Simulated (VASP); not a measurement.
# Ni (P6/mmm) in VASP: notebook

Runs on Ni. Level: LDA. Tasks: single point, relaxation of cell and atoms.

Program: VASP 6.6.1. These are calculated values, not measurements. Logs are shortened: lines on timing, memory, paths and dates and some standing lists are left out, and cuts for length are marked.

## (1) The cell of the first run

The structure is hexagonal, space group P6/mmm (No. 191). Conventional cell: a = 1.978 Å, b = 1.978 Å, c = 1.887 Å, α = 90.00°, β = 90.00°, γ = 120.00°. Within 2.5 Å of Ni (site symmetry 6/mmm) lie 8 Ni at 1.89 to 1.98 Å.

## (2) Single point, LDA, collinear spin, ferromagnetic start

INCAR reads:

```
ALGO = Normal
EDIFF = 1E-7
ENCUT = 520
ISIF = 2
ISMEAR = -1
ISPIN = 2
LASPH = True
LCHARG = True
LELF = True
LMAXMIX = 4
LORBIT = 11
LREAL = False
LVHAR = True
LWAVE = False
MAGMOM = 1
NBANDS = 15
NELM = 150
PREC = Accurate
SIGMA = 0.05
```

KPOINTS reads:

```
k-points
0
Gamma
  22 22 20
```

POSCAR reads:

```
Ni
1.0
    1.9775877420      0.0000000000      0.0000000000
   -0.9887938710      1.7126412228      0.0000000000
    0.0000000000      0.0000000000      1.8872973656
Ni
1
Direct
    0.0000000000      0.0000000000      0.0000000000
```

Potentials or basis: VASP PAW LDA potentials, release 64 (Ni).

Command:

```
$ cat potpaw_LDA.64/Ni/POTCAR > POTCAR
$ mpirun -np 1 vasp_std > vasp.out
```

OUTCAR:

```text
EDIFF = 1E-7
   ENCUT = 520
   ISIF = 2
   ISMEAR = -1
   ISPIN = 2
   LASPH = True
   LORBIT = 11
   LREAL = False
   NELM = 150
   PREC = Accurate

 ion  position               nearest neighbor table
   1  0.000  0.000  0.000-

  LATTYP: Found a hexagonal cell.
 ALAT       =     1.9775877420
 C/A-ratio  =     0.9543431755

  Lattice vectors:

 A1 = (   1.9775877420,   0.0000000000,   0.0000000000)
 A2 = (  -0.9887938710,   1.7126412228,   0.0000000000)
 A3 = (   0.0000000000,   0.0000000000,   1.8872973656)

Analysis of symmetry for initial positions (statically):
=====================================================================
 Subroutine PRICEL returns:
 Original cell was already a primitive cell.

 Routine SETGRP: Setting up the symmetry group for a
 hexagonal supercell.

 Subroutine GETGRP returns: Found 24 space group operations
 (whereof 24 operations were pure point group operations)
 out of a pool of 24 trial point group operations.

The static configuration has the point symmetry D_6h.

Analysis of symmetry for dynamics (positions and initial velocities):
=====================================================================
 Subroutine PRICEL returns:
 Original cell was already a primitive cell.

 Routine SETGRP: Setting up the symmetry group for a
 hexagonal supercell.

 Subroutine GETGRP returns: Found 24 space group operations
 (whereof 24 operations were pure point group operations)
 out of a pool of 24 trial point group operations.

The dynamic configuration has the point symmetry D_6h.

Analysis of structural, dynamic, and magnetic symmetry:
=====================================================================
 Subroutine PRICEL returns:
 Original cell was already a primitive cell.

 Routine SETGRP: Setting up the symmetry group for a
 hexagonal supercell.

 Subroutine GETGRP returns: Found 24 space group operations
 (whereof 24 operations were pure point group operations)
 out of a pool of 24 trial point group operations.

The overall configuration has the point symmetry D_6h.

 Subroutine INISYM returns: Found 24 space group operations
 (whereof 24 operations are pure point group operations),
 and found     1 'primitive' translations

----------------------------------------------------------------------------------------

                                     Primitive cell

  volume of cell :       6.3921

  direct lattice vectors                    reciprocal lattice vectors
     1.977587742  0.000000000  0.000000000     0.505666565  0.291946727  0.000000000
    -0.988793871  1.712641223  0.000000000     0.000000000  0.583893455  0.000000000
     0.000000000  0.000000000  1.887297366     0.000000000  0.000000000  0.529858208

  length of vectors
     1.977587742  1.977587742  1.887297366     0.583893455  0.583893455  0.529858208

  position of ions in fractional coordinates (direct lattice)
     0.000000000  0.000000000  0.000000000

  ion indices of the primitive-cell ions
   primitive index   ion index
                 1           1

----------------------------------------------------------------------------------------

 KPOINTS: k-points

Automatic generation of k-mesh.
 Grid dimensions read from file:
 generate k-points for:   22   22   20

 Generating k-lattice:

  Cartesian coordinates                     Fractional coordinates (reciprocal lattice)
     0.022984844  0.013270306  0.000000000     0.045454545  0.000000000  0.000000000
     0.000000000  0.026540612  0.000000000     0.000000000  0.045454545  0.000000000
     0.000000000  0.000000000  0.026492910     0.000000000  0.000000000  0.050000000

  Length of vectors
     0.026540612  0.026540612  0.026492910

  Shift w.r.t. Gamma in fractional coordinates (k-lattice)
     0.000000000  0.000000000  0.000000000

 Subroutine IBZKPT returns following result:
 ===========================================

 Found    572 irreducible k-points:

 Following reciprocal coordinates:
            Coordinates               Weight
  0.000000  0.000000  0.000000      1.000000
  0.045455  0.000000  0.000000      6.000000
  0.090909  0.000000  0.000000      6.000000
  0.136364  0.000000  0.000000      6.000000
  0.181818 -0.000000  0.000000      6.000000
  0.227273  0.000000  0.000000      6.000000
[... 16 lines left out ...]
  0.090909  0.090909  0.000000      6.000000
  0.136364  0.090909  0.000000     12.000000
 [... further k-points ...]
   k-points           NKPTS =    572   k-points in BZ     NKDIM =    572   number of bands    NBANDS=     15
   number of dos      NEDOS =    301   number of ions     NIONS =      1
   total plane-waves  NPLWV =   3584
   dimension x,y,z NGX =    16 NGY =   16 NGZ =   14
   dimension x,y,z NGXF=    32 NGYF=   32 NGZF=   28
   ions per type =               1
   NGX,Y,Z   is equivalent  to a cutoff of  13.45, 13.45, 12.33 a.u.
   NGXF,Y,Z  is equivalent  to a cutoff of  26.90, 26.90, 24.66 a.u.
 SYSTEM =  unknown system
   PREC   = accura    normal or accurate (medium, high low for compatibility)
   ISTART =      0    job   : 0-new  1-cont  2-samecut
   ICHARG =      2    charge: 1-file 2-atom 10-const
   ISPIN  =      2    spin polarized calculation?
   LNONCOLLINEAR =      F non collinear calculations
   LSORBIT =      F    spin-orbit coupling
   LASPH  =      T    aspherical Exc in radial PAW
   ENCUT  =  520.0 eV  38.22 Ry    6.18 a.u.   3.68  3.68  3.51*2*pi/ulx,y,z
   NELM   =    150;   NELMIN=  2; NELMDL= -5     # of ELM steps
   EDIFF  = 0.1E-06   stopping-criterion for ELM
   LREAL  =      F    real-space projection
   EDIFFG = 0.1E-05   stopping-criterion for IOM
   NSW    =      0    number of steps for IOM
   IBRION =     -1    ionic relax: 0-MD 1-quasi-New 2-CG
   NFREE  =      0    steps in history (QN), initial steepest desc. (CG)
   ISIF   =      2    stress and relaxation
   ISYM   =      2    0-nonsym 1-usesym 2-fastsym
   POTIM  = 0.5000    time-step for ionic-motion
   TEBEG  =    0.0;   TEEND  =   0.0 temperature during run
   PSTRESS=    0.0 pullay stress
   NELECT =      10.0000    total number of electrons
   NUPDOWN=      -1.0000    fix difference up-down
   EMIN   =  10.00;   EMAX   =-10.00  energy-range for DOS
   EFERMI =   0.00;   METHOD = LEGACY
   ISMEAR =    -1;   SIGMA  =   0.05  broadening in eV -4-tet -1-fermi 0-gaus
   EFERMI_NEDOS =   21; number of points for ismear=-14 and -15
   IALGO  =     38    algorithm
   IMIX   =      4    mixing-type and parameters
     AMIX     =   0.40;   BMIX     =  1.00
     AMIX_MAG =   1.60;   BMIX_MAG =  1.00
  volume/ion in A,a.u.               =       6.39        43.14
  Fermi-wavevector in a.u.,A,eV,Ry     =   1.900468  3.591365 49.141256  3.611780
  Thomas-Fermi vector in A             =   2.939573
   LORBIT       =     11    0 simple, 1 ext, 2 COOP (PROOUT), +10 PAW based schemes
   GGA     = CA    functional components
   LHFCALC =     F    Hartree Fock is set to
   AEXX    =    0.0000 exact exchange contribution
   IVDW    =     0    specifies the selected vdW correction
   LEPSILON=     F    determine dielectric tensor
   LRPA    =     F    only Hartree local field effects (RPA)
 spin polarized calculation
  energy-cutoff  :      520.00
  volume of cell :        6.39
 maximum number of plane-waves:       184
 NGX is ok and might be reduce to    16
   NGX =  7   NGY =  7   NGZ =  7

 number of electron      10.0000009 magnetization       0.0007527

 number of electron      10.0000009 magnetization      -0.0000193

 Free energy of the ion-electron system (eV)
  ---------------------------------------------------
  ext. energy  EPLUGINS =         0.00000000
  ---------------------------------------------------
  free energy    TOTEN  =        -2.89860180 eV

  energy without entropy =       -2.89079067  energy(sigma->0) =       -2.89469623

 E-fermi :  19.4804     XC(G=0): -16.9857

 val. band max:       19.4753482717   @ k =   0.4545   0.0909   0.3500
 cond. band min:      19.4816017061   @ k =   0.0909   0.0455   0.1000
 fundamental gap:      0.0062534344
 Fermi energy:        19.4804030609

 spin component 1

 k-point     1 :       0.0000    0.0000    0.0000
  band No.  band energies     occupation
      1       6.2904      1.00000
      2      11.4968      1.00000
      3      15.1647      1.00000
      4      15.1647      1.00000
      5      19.8433      0.00070
      6      19.8433      0.00070
      7      46.9161      0.00000
      8      47.5024      0.00000
      9      56.0771      0.00000
     10      58.4642      0.00000
     11      58.4642      0.00000
     12      60.7353      0.00000
     13      60.7353      0.00000
     14      64.0286      0.00000
     15      76.1357      0.00000
[... 397 lines left out ...]
 k-point    24 :       0.1364    0.0909    0.0000
  band No.  band energies     occupation
      1       8.4234      1.00000
      2      12.2324      1.00000
      3      13.9585      1.00000
      4      16.7349      1.00000
      5      18.7970      1.00000
      6      19.6133      0.06547
      7      43.4523      0.00000
      8      47.8970      0.00000
      9      50.1683      0.00000
     10      55.3038      0.00000
     11      56.0939      0.00000
     12      63.7879      0.00000
     13      66.6590      0.00000
     14      72.3454      0.00000
     15      75.2093      0.00000

 [... further k-points ...]

 spin component 2

 k-point     1 :       0.0000    0.0000    0.0000
  band No.  band energies     occupation
      1       6.2904      1.00000
      2      11.4968      1.00000
      3      15.1646      1.00000
      4      15.1646      1.00000
      5      19.8433      0.00070
      6      19.8433      0.00070
      7      46.9161      0.00000
      8      47.5023      0.00000
      9      56.0771      0.00000
     10      58.4641      0.00000
     11      58.4641      0.00000
     12      60.7352      0.00000
     13      60.7352      0.00000
     14      64.0286      0.00000
     15      76.1357      0.00000
[... 397 lines left out ...]
 k-point    24 :       0.1364    0.0909    0.0000
  band No.  band energies     occupation
      1       8.4234      1.00000
      2      12.2324      1.00000
      3      13.9584      1.00000
      4      16.7349      1.00000
      5      18.7970      1.00000
      6      19.6133      0.06550
      7      43.4523      0.00000
      8      47.8970      0.00000
      9      50.1683      0.00000
     10      55.3038      0.00000
     11      56.0939      0.00000
     12      63.7878      0.00000
     13      66.6590      0.00000
     14      72.3454      0.00000
     15      75.2093      0.00000

 [... further k-points ...]
[... 5 lines left out ...]
  --------------------------------------------------------------------------------------
  -------------------------------------------------------------------------------------
  Total       15.5565719     15.5565719     15.2178345      0.0000000     -0.0000000     -0.0000000
  in kB     3899.2582063   3899.2582064   3814.3535980      0.0000000     -0.0000000     -0.0000000
  external PRESSURE =    3870.9566702 kB  Pullay stress =       0.0000000 kB

 VOLUME and BASIS-vectors are now :
 -----------------------------------------------------------------------------
  energy-cutoff  :      520.00
  volume of cell :        6.39
      direct lattice vectors                 reciprocal lattice vectors
     1.977587742  0.000000000  0.000000000     0.505666565  0.291946727  0.000000000
    -0.988793871  1.712641223  0.000000000     0.000000000  0.583893455  0.000000000
     0.000000000  0.000000000  1.887297366     0.000000000  0.000000000  0.529858208

 POSITION                                       TOTAL-FORCE (eV/Angst)
 -----------------------------------------------------------------------------------
      0.00000      0.00000      0.00000         0.000000      0.000000      0.000000
 -----------------------------------------------------------------------------------
    total drift:                               -0.000000      0.000000     -0.000000

  FREE ENERGIE OF THE ION-ELECTRON SYSTEM (eV)
  ---------------------------------------------------
  free  energy   TOTEN  =        -2.8986018002 eV

  energy  without entropy=       -2.8907906679  energy(sigma->0) =       -2.89469623

 total charge

# of ion       s       p       d       tot
------------------------------------------
    1        0.859   1.162   9.032  11.054

 magnetization (x)

# of ion       s       p       d       tot
------------------------------------------
    1       -0.000  -0.000  -0.000  -0.000
```

It took 92 s on 1 thread of Intel Xeon Platinum 8259CL at 2.50GHz (Skylake/Cascade Lake), shared host; peak memory 0.19 GiB.

Results:

* Free energy: -2.8986 eV
* Pressure: 387.1 GPa
* Band gap on the k mesh: zero (filled and empty bands overlap)
* Net moment: 0.00 μB per cell

[end of part 1 of 2]
